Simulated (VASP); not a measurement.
# Al2O3 (P-3m1) in VASP: notebook

Runs on Al2O3. Level: r2SCAN. Tasks: single point.

All numbers are computed with VASP 6.6.1; they aren't measurements. Logs are shortened: lines on timing, memory, paths and dates and some standing lists are left out, and cuts for length are marked.

### 1 The cell of the first run

Symmetry: P-3m1, No. 164, trigonal system. The conventional cell has a = 2.806 Å, b = 2.806 Å, c = 6.694 Å, α = 90.00°, β = 90.00°, γ = 120.00°. Within 2.3 Å of Al (site symmetry 3m) lie 6 O at 1.75 to 2.10 Å. O (site symmetry -3m) has 6 Al at 2.10 Å and 12 O at 2.56 to 2.81 Å within 2.9 Å. O (site symmetry 3m) has 3 Al at 1.75 Å within 2.3 Å.

### 2 Single point, r2SCAN (9.13 Å³/atom)

POSCAR

```
Al2O3
1.0
    2.8056737316      0.0000000000      0.0000000000
   -1.4028368658      2.4297847263      0.0000000000
    0.0000000000      0.0000000000      6.6937862110
Al O
2 3
Direct
    0.3333333333      0.6666666667      0.1993408405
    0.6666666667      0.3333333333      0.8006591595
    0.0000000000      0.0000000000      0.0000000000
    0.3333333333      0.6666666667      0.7032066442
    0.6666666667      0.3333333333      0.2967933558
```

INCAR.step1

```
SYSTEM = Al2O3
ALGO = Normal
EDIFF = 1E-4
ENCUT = 520
GGA = PE
ISMEAR = 0
LASPH = .TRUE.
LCHARG = .FALSE.
LREAL = .FALSE.
LWAVE = .TRUE.
NBANDS = 20
NELM = 60
PREC = Accurate
SIGMA = 0.01
```

INCAR.step2

```
SYSTEM = Al2O3
ALGO = Normal
EDIFF = 1E-6
ENCUT = 520
ISIF = 2
ISMEAR = 0
ISTART = 1
LASPH = .TRUE.
LCHARG = .FALSE.
LMIXTAU = .TRUE.
LREAL = .FALSE.
LWAVE = .FALSE.
METAGGA = R2SCAN
NBANDS = 20
NELM = 60
PREC = Accurate
SIGMA = 0.01
```

KPOINTS

```
k-points
0
G
  9 9 4
  0 0 0
```

Potentials or basis: VASP PAW PBE potentials, release 64 (Al, O).

Started as:

```sh
> cat potpaw_PBE.64/Al/POTCAR potpaw_PBE.64/O/POTCAR > POTCAR
> cp INCAR.step1 INCAR
> mpirun -np 1 vasp_std > vasp.out
> cp INCAR.step2 INCAR
> mpirun -np 1 vasp_std > vasp.out
```

OUTCAR:

```text
SYSTEM = Al2O3
   EDIFF = 1E-6
   ENCUT = 520
   ISIF = 2
   ISMEAR = 0
   ISTART = 1
   LASPH = .TRUE.
   LREAL = .FALSE.
   METAGGA = R2SCAN
   NELM = 60
   PREC = Accurate

 ion  position               nearest neighbor table
   1  0.333  0.667  0.199-   5 1.75   5 1.75   5 1.75   3 2.10   3 2.10   3 2.10   2 3.12   2 3.12
                             2 3.12
   2  0.667  0.333  0.801-   4 1.75   4 1.75   4 1.75   3 2.10   3 2.10   3 2.10   1 3.12   1 3.12
                             1 3.12
   3  0.000  0.000  0.000-   1 2.10   2 2.10   2 2.10   1 2.10   2 2.10   1 2.10
   4  0.333  0.667  0.703-   2 1.75   2 1.75   2 1.75
   5  0.667  0.333  0.297-   1 1.75   1 1.75   1 1.75

  LATTYP: Found a hexagonal cell.
 ALAT       =     2.8056737316
 C/A-ratio  =     2.3858035008

  Lattice vectors:

 A1 = (   2.8056737316,   0.0000000000,   0.0000000000)
 A2 = (  -1.4028368658,   2.4297847263,   0.0000000000)
 A3 = (   0.0000000000,   0.0000000000,   6.6937862110)

Analysis of symmetry for initial positions (statically):
=====================================================================
 Subroutine PRICEL returns:
 Original cell was already a primitive cell.

 Routine SETGRP: Setting up the symmetry group for a
 hexagonal supercell.

 Subroutine GETGRP returns: Found 12 space group operations
 (whereof 12 operations were pure point group operations)
 out of a pool of 24 trial point group operations.

The static configuration has the point symmetry D_3d.

Analysis of symmetry for dynamics (positions and initial velocities):
=====================================================================
 Subroutine PRICEL returns:
 Original cell was already a primitive cell.

 Routine SETGRP: Setting up the symmetry group for a
 hexagonal supercell.

 Subroutine GETGRP returns: Found 12 space group operations
 (whereof 12 operations were pure point group operations)
 out of a pool of 24 trial point group operations.

The dynamic configuration has the point symmetry D_3d.

 Subroutine INISYM returns: Found 12 space group operations
 (whereof 12 operations are pure point group operations),
 and found     1 'primitive' translations

----------------------------------------------------------------------------------------

                                     Primitive cell

  volume of cell :      45.6328

  direct lattice vectors                    reciprocal lattice vectors
     2.805673732  0.000000000  0.000000000     0.356420630  0.205779547  0.000000000
    -1.402836866  2.429784726  0.000000000     0.000000000  0.411559094  0.000000000
     0.000000000  0.000000000  6.693786211     0.000000000  0.000000000  0.149392282

  length of vectors
     2.805673732  2.805673732  6.693786211     0.411559094  0.411559094  0.149392282

  position of ions in fractional coordinates (direct lattice)
     0.333333333  0.666666667  0.199340840
     0.666666667  0.333333333  0.800659160
     0.000000000  0.000000000  0.000000000
     0.333333333  0.666666667  0.703206644
     0.666666667  0.333333333  0.296793356

  ion indices of the primitive-cell ions
   primitive index   ion index
                 1           1
                 2           2
                 3           3
                 4           4
                 5           5

----------------------------------------------------------------------------------------

 KPOINTS: k-points

Automatic generation of k-mesh.
 Grid dimensions read from file:
 generate k-points for:    9    9    4

 Generating k-lattice:

  Cartesian coordinates                     Fractional coordinates (reciprocal lattice)
     0.039602292  0.022864394  0.000000000     0.111111111 -0.000000000  0.000000000
     0.000000000  0.045728788  0.000000000     0.000000000  0.111111111  0.000000000
     0.000000000  0.000000000  0.037348071     0.000000000  0.000000000  0.250000000

  Length of vectors
     0.045728788  0.045728788  0.037348071

  Shift w.r.t. Gamma in fractional coordinates (k-lattice)
     0.000000000  0.000000000  0.000000000

 Subroutine IBZKPT returns following result:
 ===========================================

 Found     43 irreducible k-points:

 Following reciprocal coordinates:
            Coordinates               Weight
  0.000000  0.000000  0.000000      1.000000
  0.111111  0.000000  0.000000      6.000000
  0.222222  0.000000  0.000000      6.000000
  0.333333 -0.000000  0.000000      6.000000
  0.444444  0.000000  0.000000      6.000000
  0.111111  0.111111  0.000000      6.000000
[... 16 lines left out ...]
  0.222222  0.111111  0.250000     12.000000
 -0.111111  0.333333  0.250000     12.000000
 [... further k-points ...]
   k-points           NKPTS =     43   k-points in BZ     NKDIM =     43   number of bands    NBANDS=     20
   number of dos      NEDOS =    301   number of ions     NIONS =      5
   total plane-waves  NPLWV =  28800
   dimension x,y,z NGX =    24 NGY =   24 NGZ =   50
   dimension x,y,z NGXF=    48 NGYF=   48 NGZF=  100
   ions per type =               2   3
   NGX,Y,Z   is equivalent  to a cutoff of  14.22, 14.22, 12.42 a.u.
   NGXF,Y,Z  is equivalent  to a cutoff of  28.44, 28.44, 24.84 a.u.
 SYSTEM =  Al2O3
   PREC   = accura    normal or accurate (medium, high low for compatibility)
   ISTART =      1    job   : 0-new  1-cont  2-samecut
   ICHARG =      0    charge: 1-file 2-atom 10-const
   ISPIN  =      1    spin polarized calculation?
   LNONCOLLINEAR =      F non collinear calculations
   LSORBIT =      F    spin-orbit coupling
   LASPH  =      T    aspherical Exc in radial PAW
   ENCUT  =  520.0 eV  38.22 Ry    6.18 a.u.   5.22  5.22 12.45*2*pi/ulx,y,z
   NELM   =     60;   NELMIN=  2; NELMDL=  0     # of ELM steps
   EDIFF  = 0.1E-05   stopping-criterion for ELM
   LREAL  =      F    real-space projection
   EDIFFG = 0.1E-04   stopping-criterion for IOM
   NSW    =      0    number of steps for IOM
   IBRION =     -1    ionic relax: 0-MD 1-quasi-New 2-CG
   NFREE  =      0    steps in history (QN), initial steepest desc. (CG)
   ISIF   =      2    stress and relaxation
   ISYM   =      2    0-nonsym 1-usesym 2-fastsym
   POTIM  = 0.5000    time-step for ionic-motion
   TEBEG  =    0.0;   TEEND  =   0.0 temperature during run
   PSTRESS=    0.0 pullay stress
   NELECT =      24.0000    total number of electrons
   NUPDOWN=      -1.0000    fix difference up-down
   EMIN   =  10.00;   EMAX   =-10.00  energy-range for DOS
   EFERMI =   0.00;   METHOD = LEGACY
   ISMEAR =     0;   SIGMA  =   0.01  broadening in eV -4-tet -1-fermi 0-gaus
   EFERMI_NEDOS =   21; number of points for ismear=-14 and -15
   IALGO  =     38    algorithm
   IMIX   =      4    mixing-type and parameters
     AMIX     =   0.40;   BMIX     =  1.00
     AMIX_MAG =   1.60;   BMIX_MAG =  1.00
  volume/ion in A,a.u.               =       9.13        61.59
  Fermi-wavevector in a.u.,A,eV,Ry     =   1.321457  2.497191 23.759148  1.746248
  Thomas-Fermi vector in A             =   2.451209
   LORBIT       =      0    0 simple, 1 ext, 2 COOP (PROOUT), +10 PAW based schemes
   METAGGA = R2SCAN    functional components
   LHFCALC =     F    Hartree Fock is set to
   AEXX    =    0.0000 exact exchange contribution
   IVDW    =     0    specifies the selected vdW correction
   LEPSILON=     F    determine dielectric tensor
   LRPA    =     F    only Hartree local field effects (RPA)
 non-spin polarized calculation
 Gauss-broadening in eV      SIGMA  =   0.01
  energy-cutoff  :      520.00
  volume of cell :       45.63
 maximum number of plane-waves:      1244
 NGX is ok and might be reduce to    24
   NGX = 11   NGY = 11   NGZ = 25

 number of electron      24.0000007 magnetization

 Free energy of the ion-electron system (eV)
  ---------------------------------------------------
  ext. energy  EPLUGINS =         0.00000000
  ---------------------------------------------------
  free energy    TOTEN  =       -46.83799446 eV

  energy without entropy =      -46.83799446  energy(sigma->0) =      -46.83799446

 E-fermi :   5.0277     XC(G=0): -11.6160

 val. band max:        4.9345954536   @ k =   0.1111   0.0000   0.0000
 cond. band min:      11.1708419445   @ k =   0.0000   0.0000   0.0000
 fundamental gap:      6.2362464909
 Fermi energy:         5.0277118976

 k-point     1 :       0.0000    0.0000    0.0000
  band No.  band energies     occupation
      1     -15.9254      2.00000
      2     -14.3382      2.00000
      3     -13.2555      2.00000
      4      -0.7208      2.00000
      5       1.7746      2.00000
      6       2.7966      2.00000
[... 12 lines left out ...]
     19      20.6798      0.00000
     20      22.4682      0.00000

 k-point     2 :       0.1111    0.0000    0.0000
  band No.  band energies     occupation
      1     -15.7561      2.00000
      2     -14.2163      2.00000
      3     -13.1948      2.00000
      4      -0.6677      2.00000
      5       1.4017      2.00000
      6       2.5837      2.00000
[... 12 lines left out ...]
     19      21.0811      0.00000
     20      21.3508      0.00000

 k-point     3 :       0.2222    0.0000    0.0000
  band No.  band energies     occupation
      1     -15.2817      2.00000
      2     -13.8927      2.00000
      3     -13.0551      2.00000
      4      -0.6979      2.00000
      5       0.2784      2.00000
      6       1.5963      2.00000
[... 12 lines left out ...]
     19      20.4808      0.00000
     20      21.4081      0.00000

 k-point     4 :       0.3333   -0.0000    0.0000
  band No.  band energies     occupation
      1     -14.6164      2.00000
      2     -13.4997      2.00000
      3     -12.9540      2.00000
      4      -1.3722      2.00000
      5      -0.6993      2.00000
      6       0.3031      2.00000
[... 429 lines left out ...]
 k-point    23 :       0.2222    0.1111    0.2500
  band No.  band energies     occupation
      1     -14.8462      2.00000
      2     -13.6831      2.00000
      3     -12.9321      2.00000
      4      -0.8820      2.00000
      5      -0.2402      2.00000
      6       0.7869      2.00000
[... 12 lines left out ...]
     19      20.1580      0.00000
     20      21.1521      0.00000

 k-point    24 :      -0.1111    0.3333    0.2500
  band No.  band energies     occupation
      1     -14.8441      2.00000
      2     -13.6928      2.00000
      3     -12.9234      2.00000
      4      -0.9210      2.00000
      5      -0.3441      2.00000
      6       0.8504      2.00000
[... 12 lines left out ...]
     19      19.8606      0.00000
     20      21.2634      0.00000

 [... further k-points ...]
[... 5 lines left out ...]
  --------------------------------------------------------------------------------------
  -------------------------------------------------------------------------------------
  Total        4.9819996      4.9819996      2.7477996      0.0000000     -0.0000000      0.0000000
  in kB      174.9191954    174.9191954     96.4759010      0.0000000     -0.0000000      0.0000000
  external PRESSURE =     148.7714306 kB  Pullay stress =       0.0000000 kB

 VOLUME and BASIS-vectors are now :
 -----------------------------------------------------------------------------
  energy-cutoff  :      520.00
  volume of cell :       45.63
      direct lattice vectors                 reciprocal lattice vectors
     2.805673732  0.000000000  0.000000000     0.356420630  0.205779547  0.000000000
    -1.402836866  2.429784726  0.000000000     0.000000000  0.411559094  0.000000000
     0.000000000  0.000000000  6.693786211     0.000000000  0.000000000  0.149392282

 POSITION                                       TOTAL-FORCE (eV/Angst)
 -----------------------------------------------------------------------------------
     -0.00000      1.61986      1.33434        -0.000000      0.000000     -0.253750
      1.40284      0.80993      5.35944         0.000000      0.000000      0.253750
      0.00000      0.00000      0.00000        -0.000000      0.000000      0.000000
     -0.00000      1.61986      4.70711        -0.000000     -0.000000     -0.815210
      1.40284      0.80993      1.98667        -0.000000      0.000000      0.815210
 -----------------------------------------------------------------------------------
    total drift:                                0.000000     -0.000000      0.000000

  FREE ENERGIE OF THE ION-ELECTRON SYSTEM (eV)
  ---------------------------------------------------
  free  energy   TOTEN  =       -46.8379944599 eV

  energy  without entropy=      -46.8379944599  energy(sigma->0) =      -46.83799446
```

Run time: 3.9 min. Hardware: 1 thread of Intel Xeon 8259CL, shared host; peak memory 0.18 GiB.

What came out:

```
Free energy            : -46.8380 eV
Pressure               : 14.9 GPa
Largest force          : 0.815 eV/Å
Band gap on the k mesh : 6.24 eV (least direct gap 6.29 eV)
```

Forces in eV/Å, atoms in the order of the input:
```
Al   0.000  0.000 -0.254
Al   0.000  0.000  0.254
O    0.000  0.000  0.000
O    0.000  0.000 -0.815
O    0.000  0.000  0.815
```

Caveat: the stress differs along the axes, from 10 to 17 GPa; the PAW data sets were made with another functional, which shifts forces and pressure a little. A k mesh can miss the band edges.

### 3 Single point, r2SCAN (9.42 Å³/atom)

This run uses another cell than the first one, of 9.42 Å³/atom.

Edit POSCAR of step 2 so:

```diff
@@ -2,5 +2,5 @@
 1.0
-    2.8056737316      0.0000000000      0.0000000000
-   -1.4028368658      2.4297847263      0.0000000000
-    0.0000000000      0.0000000000      6.6937862110
+    2.8352093098      0.0000000000      0.0000000000
+   -1.4176046549      2.4553632873      0.0000000000
+    0.0000000000      0.0000000000      6.7642522968
 Al O
```

INCAR.step1

```
PREC = Accurate ; ENCUT = 520
ISMEAR = 0 ; SIGMA = 0.01
LREAL = F ; LASPH = T
NELM = 60 ; NBANDS = 20
GGA = PE ; ALGO = Normal
EDIFF = 1E-4 ; LWAVE = T
LCHARG = F
```

INCAR.step2

```
PREC = Accurate ; ENCUT = 520
EDIFF = 1E-7 ; ISMEAR = 0
SIGMA = 0.01 ; LREAL = F
LASPH = T ; NELM = 60
ALGO = Normal ; ISIF = 2
LWAVE = F ; LCHARG = F
METAGGA = R2SCAN ; LMIXTAU = T
NBANDS = 20 ; ISTART = 1
```

KPOINTS

```
Automatic mesh
0
Gamma
  9 9 4
```

Potentials or basis: VASP PAW PBE potentials, release 64 (Al, O).

Started as:

```sh
> cat potpaw_PBE.64/Al/POTCAR potpaw_PBE.64/O/POTCAR > POTCAR
> cp INCAR.step1 INCAR
> mpirun -np 1 vasp_std > vasp.out
> cp INCAR.step2 INCAR
> mpirun -np 1 vasp_std > vasp.out
```

OUTCAR:

```text
PREC = Accurate
   ENCUT = 520
   EDIFF = 1E-7
   ISMEAR = 0
   LREAL = F
   LASPH = T
   NELM = 60
   ISIF = 2
   METAGGA = R2SCAN
   ISTART = 1

 ion  position               nearest neighbor table
   1  0.333  0.667  0.199-   5 1.76   5 1.76   5 1.76   3 2.12   3 2.12   3 2.12   2 3.15   2 3.15
                             2 3.15
   2  0.667  0.333  0.801-   4 1.76   4 1.76   4 1.76   3 2.12   3 2.12   3 2.12   1 3.15   1 3.15
                             1 3.15
   3  0.000  0.000  0.000-   1 2.12   2 2.12   1 2.12   2 2.12   2 2.12   1 2.12
[... 760 lines left out ...]
  -------------------------------------------------------------------------------------
  Total        2.3808327      2.3808327      1.2305761     -0.0000000      0.0000000      0.0000000
  in kB       81.0062982     81.0062982     41.8695578     -0.0000000      0.0000000      0.0000000
  external PRESSURE =      67.9607181 kB  Pullay stress =       0.0000000 kB

 VOLUME and BASIS-vectors are now :
 -----------------------------------------------------------------------------
  energy-cutoff  :      520.00
  volume of cell :       47.09
      direct lattice vectors                 reciprocal lattice vectors
     2.835209310  0.000000000  0.000000000     0.352707645  0.203635854  0.000000000
    -1.417604655  2.455363287  0.000000000     0.000000000  0.407271708  0.000000000
     0.000000000  0.000000000  6.764252297     0.000000000  0.000000000  0.147836000

 POSITION                                       TOTAL-FORCE (eV/Angst)
 -----------------------------------------------------------------------------------
     -0.00000      1.63691      1.34839        -0.000000      0.000000     -0.105355
      1.41760      0.81845      5.41586         0.000000      0.000000      0.105355
      0.00000      0.00000      0.00000        -0.000000      0.000000      0.000000
     -0.00000      1.63691      4.75667        -0.000000     -0.000000     -0.363764
      1.41760      0.81845      2.00759        -0.000000      0.000000      0.363764
 -----------------------------------------------------------------------------------
    total drift:                                0.000000     -0.000000      0.000000

  FREE ENERGIE OF THE ION-ELECTRON SYSTEM (eV)
  ---------------------------------------------------
  free  energy   TOTEN  =       -46.9385303676 eV

  energy  without entropy=      -46.9385303676  energy(sigma->0) =      -46.93853037
```

Run time: 3.3 min. Hardware: 1 thread of Intel Xeon 8259CL, shared host; peak memory 0.19 GiB.

Results:

- Free energy: -46.9385 eV
- Pressure: 6.8 GPa
- Largest force: 0.364 eV/Å
- Band gap on the k mesh: 5.92 eV (least direct gap 5.97 eV)

Forces on the atoms (eV/Å):
```
Al   0.000  0.000 -0.105
Al   0.000  0.000  0.105
O    0.000  0.000  0.000
O    0.000  0.000 -0.364
O    0.000  0.000  0.364
```

Stress tensor (GPa, compression positive):
```
8.10 0.00 0.00
0.00 8.10 0.00
0.00 0.00 4.19
```

Caveat: the cell stands under pressure; the PAW data sets were made with another functional, which shifts forces and pressure a little.
